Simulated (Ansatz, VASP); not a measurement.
**Two plane-wave programs on Na**

```
Na
1.0
     0.00000    3.79180    3.79180
     3.79180    0.00000    3.79180
     3.79180    3.79180    0.00000
Na
2
Cartesian
  3.7918 3.7918 3.7918
  5.6877 5.6877 5.6877
```

Alike in both runs: functional PBE; k mesh 12 × 12 × 12; occupations gaussian, width 0.1 eV; no spin polarisation.

Ansatz relaxed the structure, and its values are those at the end. VASP's run is a single point on that final structure, the one shown.

|  | VASP | Ansatz |
| --- | --- | --- |
| version | VASP 6.6.1 | Ansatz 0.2.0 |
| potentials or method | VASP PAW PBE potentials, release 64 (Na_pv), cutoff 520 eV | scalar-relativistic, plane waves, PAW |
| valence electrons in the cell | 14 | 18 |

```csv
,VASP,Ansatz,Ansatz less VASP
gap on the k mesh at the Fermi level (eV),none,none,-
pressure (GPa),0.0,0.0,-0.01
```

A gap of «none» marks a metal or a gap that the smearing closes. VASP's potentials hold 14 valence electrons a cell and Ansatz's 18, so a difference there can come from the potentials and not from the codes.
